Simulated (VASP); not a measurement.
# Sr (I4/mmm) in VASP: further runs

Sr is run at these levels: r2SCAN; tasks: single point.

Everything below comes from runs of VASP 6.6.1. Logs are shortened: lines on timing, memory, paths and dates and some standing lists are left out, and cuts for length are marked.

## Step 1: The cell of the first run

Symmetry: I4/mmm, No. 139, tetragonal system. The conventional cell has a = 4.705 Å, b = 4.705 Å, c = 4.923 Å, α = 90.00°, β = 90.00°, γ = 90.00°. Within 5.4 Å of Sr (site symmetry 4/mmm) lie 14 Sr at 4.14 to 4.92 Å.

## Step 2: Single point, r2SCAN (strain -0.030 along x and y, +0.015 along z)

Input file POSCAR:

```
Sr
1.0
   -2.3522500000      2.3522500000      2.4613750000
    2.3522500000     -2.3522500000      2.4613750000
    2.3522500000      2.3522500000     -2.4613750000
Sr
1
Direct
    0.0000000000      0.0000000000      0.0000000000
```

Input file INCAR.step1:

```
PREC = Accurate
ENCUT = 520
ISMEAR = 0
SIGMA = 0.15
LREAL = F
LASPH = T
NELM = 80
NBANDS = 11
GGA = PE
ALGO = Normal
EDIFF = 1E-4
LWAVE = T
LCHARG = F
```

Input file INCAR.step2:

```
PREC = Accurate
ENCUT = 520
EDIFF = 1E-6
ISMEAR = 0
SIGMA = 0.15
LREAL = F
LASPH = T
NELM = 80
ALGO = Normal
ISIF = 2
LWAVE = F
LCHARG = F
METAGGA = R2SCAN
LMIXTAU = T
NBANDS = 11
ISTART = 1
```

Input file KPOINTS:

```
Automatic mesh
0
Gamma
  14 14 14
```

Potentials or basis: VASP PAW PBE potentials, release 64 (Sr_sv).

Command:

```console
cat potpaw_PBE.64/Sr_sv/POTCAR > POTCAR
cp INCAR.step1 INCAR
mpirun -np 1 vasp_std > vasp.out
cp INCAR.step2 INCAR
mpirun -np 1 vasp_std > vasp.out
```

OUTCAR:

```text
PREC = Accurate
   ENCUT = 520
   EDIFF = 1E-6
   ISMEAR = 0
   LREAL = F
   LASPH = T
   NELM = 80
   ISIF = 2
   METAGGA = R2SCAN
   ISTART = 1

 ion  position               nearest neighbor table
   1  0.000  0.000  0.000-

  LATTYP: Found a body centered tetragonal cell.
 ALAT       =     4.7045000000
 C/A-ratio  =     1.0463917526

  Lattice vectors:

 A1 = (  -2.3522500000,   2.3522500000,   2.4613750000)
 A2 = (   2.3522500000,  -2.3522500000,   2.4613750000)
 A3 = (   2.3522500000,   2.3522500000,  -2.4613750000)

Analysis of symmetry for initial positions (statically):
=====================================================================
 Subroutine PRICEL returns:
 Original cell was already a primitive cell.

 Routine SETGRP: Setting up the symmetry group for a
 body centered tetragonal supercell.

 Subroutine GETGRP returns: Found 16 space group operations
 (whereof 16 operations were pure point group operations)
 out of a pool of 16 trial point group operations.

The static configuration has the point symmetry D_4h.

Analysis of symmetry for dynamics (positions and initial velocities):
=====================================================================
 Subroutine PRICEL returns:
 Original cell was already a primitive cell.

 Routine SETGRP: Setting up the symmetry group for a
 body centered tetragonal supercell.

 Subroutine GETGRP returns: Found 16 space group operations
 (whereof 16 operations were pure point group operations)
 out of a pool of 16 trial point group operations.

The dynamic configuration has the point symmetry D_4h.

 Subroutine INISYM returns: Found 16 space group operations
 (whereof 16 operations are pure point group operations),
 and found     1 'primitive' translations

----------------------------------------------------------------------------------------

                                     Primitive cell

  volume of cell :      54.4759

  direct lattice vectors                    reciprocal lattice vectors
    -2.352250000  2.352250000  2.461375000     0.000000000  0.212562440  0.203138490
     2.352250000 -2.352250000  2.461375000     0.212562440  0.000000000  0.203138490
     2.352250000  2.352250000 -2.461375000     0.212562440  0.212562440  0.000000000

  length of vectors
     4.138179191  4.138179191  4.138179191     0.294020470  0.294020470  0.300608686

  position of ions in fractional coordinates (direct lattice)
     0.000000000  0.000000000  0.000000000

  ion indices of the primitive-cell ions
   primitive index   ion index
                 1           1

----------------------------------------------------------------------------------------

 KPOINTS: Automatic mesh

Automatic generation of k-mesh.
 Grid dimensions read from file:
 generate k-points for:   14   14   14

 Generating k-lattice:

  Cartesian coordinates                     Fractional coordinates (reciprocal lattice)
     0.000000000  0.015183031  0.014509892     0.071428571  0.000000000  0.000000000
     0.015183031  0.000000000  0.014509892     0.000000000  0.071428571  0.000000000
     0.015183031  0.015183031  0.000000000     0.000000000  0.000000000  0.071428571

  Length of vectors
     0.021001462  0.021001462  0.021472049

  Shift w.r.t. Gamma in fractional coordinates (k-lattice)
     0.000000000  0.000000000  0.000000000

 Subroutine IBZKPT returns following result:
 ===========================================

 Found    244 irreducible k-points:

 Following reciprocal coordinates:
            Coordinates               Weight
  0.000000  0.000000  0.000000      1.000000
  0.071429 -0.000000  0.000000      8.000000
  0.142857  0.000000  0.000000      8.000000
  0.214286  0.000000  0.000000      8.000000
  0.285714 -0.000000  0.000000      8.000000
  0.357143  0.000000 -0.000000      8.000000
[... 16 lines left out ...]
  0.214286  0.142857  0.000000     16.000000
  0.285714  0.142857  0.000000     16.000000
 [... further k-points ...]
   k-points           NKPTS =    244   k-points in BZ     NKDIM =    244   number of bands    NBANDS=     11
   number of dos      NEDOS =    301   number of ions     NIONS =      1
   total plane-waves  NPLWV =  32768
   dimension x,y,z NGX =    32 NGY =   32 NGZ =   32
   dimension x,y,z NGXF=    64 NGYF=   64 NGZF=   64
   ions per type =               1
   NGX,Y,Z   is equivalent  to a cutoff of  12.86, 12.86, 12.86 a.u.
   NGXF,Y,Z  is equivalent  to a cutoff of  25.71, 25.71, 25.71 a.u.
 SYSTEM =  unknown system
   PREC   = accura    normal or accurate (medium, high low for compatibility)
   ISTART =      1    job   : 0-new  1-cont  2-samecut
   ICHARG =      0    charge: 1-file 2-atom 10-const
   ISPIN  =      1    spin polarized calculation?
   LNONCOLLINEAR =      F non collinear calculations
   LSORBIT =      F    spin-orbit coupling
   LASPH  =      T    aspherical Exc in radial PAW
   ENCUT  =  520.0 eV  38.22 Ry    6.18 a.u.   7.69  7.69  7.69*2*pi/ulx,y,z
   NELM   =     80;   NELMIN=  2; NELMDL=  0     # of ELM steps
   EDIFF  = 0.1E-05   stopping-criterion for ELM
   LREAL  =      F    real-space projection
   EDIFFG = 0.1E-04   stopping-criterion for IOM
   NSW    =      0    number of steps for IOM
   IBRION =     -1    ionic relax: 0-MD 1-quasi-New 2-CG
   NFREE  =      0    steps in history (QN), initial steepest desc. (CG)
   ISIF   =      2    stress and relaxation
   ISYM   =      2    0-nonsym 1-usesym 2-fastsym
   POTIM  = 0.5000    time-step for ionic-motion
   TEBEG  =    0.0;   TEEND  =   0.0 temperature during run
   PSTRESS=    0.0 pullay stress
   NELECT =      10.0000    total number of electrons
   NUPDOWN=      -1.0000    fix difference up-down
   EMIN   =  10.00;   EMAX   =-10.00  energy-range for DOS
   EFERMI =   0.00;   METHOD = LEGACY
   ISMEAR =     0;   SIGMA  =   0.15  broadening in eV -4-tet -1-fermi 0-gaus
   EFERMI_NEDOS =   21; number of points for ismear=-14 and -15
   IALGO  =     38    algorithm
   IMIX   =      4    mixing-type and parameters
     AMIX     =   0.40;   BMIX     =  1.00
     AMIX_MAG =   1.60;   BMIX_MAG =  1.00
  volume/ion in A,a.u.               =      54.48       367.62
  Fermi-wavevector in a.u.,A,eV,Ry     =   0.930408  1.758215 11.777996  0.865658
  Thomas-Fermi vector in A             =   2.056793
   LORBIT       =      0    0 simple, 1 ext, 2 COOP (PROOUT), +10 PAW based schemes
   METAGGA = R2SCAN    functional components
   LHFCALC =     F    Hartree Fock is set to
   AEXX    =    0.0000 exact exchange contribution
   IVDW    =     0    specifies the selected vdW correction
   LEPSILON=     F    determine dielectric tensor
   LRPA    =     F    only Hartree local field effects (RPA)
 non-spin polarized calculation
 Gauss-broadening in eV      SIGMA  =   0.15
  energy-cutoff  :      520.00
  volume of cell :       54.48
 maximum number of plane-waves:      1489
   NGX = 15   NGY = 15   NGZ = 15

 number of electron      10.0000000 magnetization

 Free energy of the ion-electron system (eV)
  ---------------------------------------------------
  ext. energy  EPLUGINS =         0.00000000
  ---------------------------------------------------
  free energy    TOTEN  =       -15.09508659 eV

  energy without entropy =      -15.07955213  energy(sigma->0) =      -15.08731936

 E-fermi :   1.6533     XC(G=0):  -7.8148

 val. band max:        1.6517977514   @ k =   0.3571   0.2857   0.0000
 cond. band min:       1.6640699478   @ k =  -0.2857   0.5000   0.2857
 fundamental gap:      0.0122721965
 Fermi energy:         1.6533095870

 k-point     1 :       0.0000    0.0000    0.0000
  band No.  band energies     occupation
      1     -36.3548      2.00000
      2     -17.6138      2.00000
      3     -17.6138      2.00000
      4     -17.6085      2.00000
      5      -2.1967      2.00000
      6       4.3257      0.00000
      7       4.3257      0.00000
      8       4.5932      0.00000
      9       5.5674      0.00000
     10       5.9481      0.00000
     11       9.9740      0.00000

 k-point     2 :       0.0714   -0.0000    0.0000
  band No.  band energies     occupation
      1     -36.3539      2.00000
      2     -17.6227      2.00000
      3     -17.6171      2.00000
      4     -17.6104      2.00000
      5      -2.1055      2.00000
      6       4.2648      0.00000
      7       4.3090      0.00000
      8       4.6122      0.00000
      9       5.4666      0.00000
     10       5.9021      0.00000
     11      10.1688      0.00000

 k-point     3 :       0.1429    0.0000    0.0000
  band No.  band energies     occupation
      1     -36.3516      2.00000
      2     -17.6526      2.00000
      3     -17.6263      2.00000
      4     -17.6107      2.00000
      5      -1.8383      2.00000
      6       4.0045      0.00000
      7       4.1416      0.00000
      8       4.8209      0.00000
      9       5.3298      0.00000
     10       5.8434      0.00000
     11      10.4405      0.00000

 k-point     4 :       0.2143    0.0000    0.0000
  band No.  band energies     occupation
      1     -36.3482      2.00000
      2     -17.6958      2.00000
      3     -17.6396      2.00000
      4     -17.6106      2.00000
      5      -1.4138      2.00000
      6       3.5279      0.00000
      7       3.8790      0.00000
      8       5.2315      0.00000
      9       5.3555      0.00000
     10       5.8315      0.00000
     11      10.2125      0.00000

 k-point     5 :       0.2857   -0.0000    0.0000
  band No.  band energies     occupation
      1     -36.3444      2.00000
      2     -17.7431      2.00000
      3     -17.6542      2.00000
      4     -17.6104      2.00000
      5      -0.8655      2.00000
      6       2.9840      0.00000
      7       3.6171      0.00000
      8       5.4632      0.00000
      9       5.7973      0.00000
     10       5.8977      0.00000
     11       9.4927      0.00000
[... 211 lines left out ...]
 k-point    21 :      -0.0714    0.0714    0.0000
  band No.  band energies     occupation
      1     -36.3539      2.00000
      2     -17.6246      2.00000
      3     -17.6141      2.00000
      4     -17.6122      2.00000
      5      -2.1013      2.00000
      6       4.2247      0.00000
      7       4.4143      0.00000
      8       4.5173      0.00000
      9       5.5699      0.00000
     10       5.8090      0.00000
     11      10.1924      0.00000

 k-point    22 :       0.1429    0.1429    0.0000
  band No.  band energies     occupation
      1     -36.3465      2.00000
      2     -17.7124      2.00000
      3     -17.6430      2.00000
      4     -17.6184      2.00000
      5      -1.1816      2.00000
      6       3.3613      0.00000
      7       3.6969      0.00000
      8       5.1987      0.00000
      9       5.4917      0.00000
     10       6.0297      0.00000
     11       9.9138      0.00000

 k-point    23 :       0.2143    0.1429    0.0000
  band No.  band energies     occupation
      1     -36.3431      2.00000
      2     -17.7486      2.00000
      3     -17.6600      2.00000
      4     -17.6208      2.00000
      5      -0.6495      2.00000
      6       2.9177      0.00000
      7       3.4294      0.00000
      8       5.3192      0.00000
      9       5.9186      0.00000
     10       6.1552      0.00000
     11       9.1605      0.00000

 k-point    24 :       0.2857    0.1429    0.0000
  band No.  band energies     occupation
      1     -36.3400      2.00000
      2     -17.7801      2.00000
      3     -17.6773      2.00000
      4     -17.6221      2.00000
      5      -0.0381      2.00000
      6       2.4675      0.00000
      7       3.2157      0.00000
      8       5.4518      0.00000
      9       5.9913      0.00000
     10       6.6863      0.00000
     11       8.5287      0.00000

 [... further k-points ...]
[... 5 lines left out ...]
  --------------------------------------------------------------------------------------
  -------------------------------------------------------------------------------------
  Total        0.1129598      0.1129598      0.1025813      0.0000000      0.0000000      0.0000000
  in kB        3.3222295      3.3222295      3.0169919      0.0000000      0.0000000      0.0000000
  external PRESSURE =       3.2204836 kB  Pullay stress =       0.0000000 kB

 VOLUME and BASIS-vectors are now :
 -----------------------------------------------------------------------------
  energy-cutoff  :      520.00
  volume of cell :       54.48
      direct lattice vectors                 reciprocal lattice vectors
    -2.352250000  2.352250000  2.461375000     0.000000000  0.212562440  0.203138490
     2.352250000 -2.352250000  2.461375000     0.212562440  0.000000000  0.203138490
     2.352250000  2.352250000 -2.461375000     0.212562440  0.212562440  0.000000000

 POSITION                                       TOTAL-FORCE (eV/Angst)
 -----------------------------------------------------------------------------------
      0.00000      0.00000      0.00000        -0.000000      0.000000     -0.000000
 -----------------------------------------------------------------------------------
    total drift:                                0.000000      0.000000     -0.000000

  FREE ENERGIE OF THE ION-ELECTRON SYSTEM (eV)
  ---------------------------------------------------
  free  energy   TOTEN  =       -15.0950865867 eV

  energy  without entropy=      -15.0795521298  energy(sigma->0) =      -15.08731936
```

Run time: 3.9 min. Hardware: 1 thread of Intel Xeon 6975P-C, shared host; peak memory 0.29 GiB.

Results:

```
Free energy            : -15.0951 eV
Pressure               : 0.3 GPa
Band gap on the k mesh : zero (band 5 reaches 1.91 eV, above the bottom of band 6 at 1.58 eV)
```

Levels at points of the mesh, in eV from the Fermi level:
```
           k point  band 2  band 3  band 4  band 5  band 6  band 7  band 8  band 9
(0.00, 0.00, 0.00)  -19.27  -19.27  -19.26   -3.85    2.67    2.67    2.94    3.91
(0.50, 0.00, 0.00)  -19.48  -19.33  -19.26   -0.99    0.10    1.57    3.82    4.64
(0.50, 0.50, 0.00)  -19.48  -19.34  -19.27   -0.91    0.24    1.26    4.21    4.78
(0.50, 0.50, 0.50)  -19.42  -19.41  -19.41   -0.18   -0.07    3.48    4.15    4.15
```

Caveat: the cell differs from its parent crystal (strain -0.030 along x and y, +0.015 along z); the PAW data sets were made with another functional, which shifts forces and pressure a little.

## Step 3: Single point, r2SCAN (strain -0.030 along x and y, +0.030 along z)

Input file POSCAR:

```
Sr
1.0
   -2.3522500000      2.3522500000      2.4977500000
    2.3522500000     -2.3522500000      2.4977500000
    2.3522500000      2.3522500000     -2.4977500000
Sr
1
Direct
    0.0000000000      0.0000000000      0.0000000000
```

Input file INCAR.step1:

```
  ALGO = Normal
  EDIFF = 1E-4
  ENCUT = 520
  GGA = PE
  ISMEAR = 0
  LASPH = True
  LCHARG = False
  LREAL = False
  LWAVE = True
  NBANDS = 11
  NELM = 60
  PREC = Accurate
  SIGMA = 0.15
```

Input file INCAR.step2:

```
  ALGO = Normal
  EDIFF = 1E-7
  ENCUT = 520
  ISIF = 2
  ISMEAR = 0
  ISTART = 1
  LASPH = True
  LCHARG = False
  LMIXTAU = True
  LREAL = False
  LWAVE = False
  METAGGA = R2SCAN
  NBANDS = 11
  NELM = 60
  PREC = Accurate
  SIGMA = 0.15
```

Input file KPOINTS:

```
k-points
0
Gamma
  14 14 14
```

Potentials or basis: VASP PAW PBE potentials, release 64 (Sr_sv).

Command:

```console
cat potpaw_PBE.64/Sr_sv/POTCAR > POTCAR
cp INCAR.step1 INCAR
mpirun -np 1 vasp_std > vasp.out
cp INCAR.step2 INCAR
mpirun -np 1 vasp_std > vasp.out
```

Wall time 3.9 min (1 thread of Intel Xeon 6975P-C, shared host); peak memory 0.29 GiB.

Results (log left out):

* Free energy: -15.0963 eV
* Pressure: 0.2 GPa
* Band gap on the k mesh: zero (band 5 reaches 1.84 eV, above the bottom of band 6 at 1.58 eV)

Levels at points of the mesh, in eV from the Fermi level:
| k point | band 2 | band 3 | band 4 | band 5 | band 6 | band 7 | band 8 | band 9 |
| --- | --- | --- | --- | --- | --- | --- | --- | --- |
| (0.00, 0.00, 0.00) | -19.30 | -19.30 | -19.30 | -3.83 | 2.63 | 2.63 | 2.98 | 3.82 |
| (0.50, 0.00, 0.00) | -19.50 | -19.36 | -19.30 | -0.99 | 0.06 | 1.60 | 3.72 | 4.61 |
| (0.50, 0.50, 0.00) | -19.50 | -19.37 | -19.31 | -0.88 | 0.25 | 1.20 | 4.23 | 4.77 |
| (0.50, 0.50, 0.50) | -19.45 | -19.44 | -19.44 | -0.18 | -0.03 | 3.28 | 4.16 | 4.16 |

Caveat: the cell differs from its parent crystal (strain -0.030 along x and y, +0.030 along z); the PAW data sets were made with another functional, which shifts forces and pressure a little.
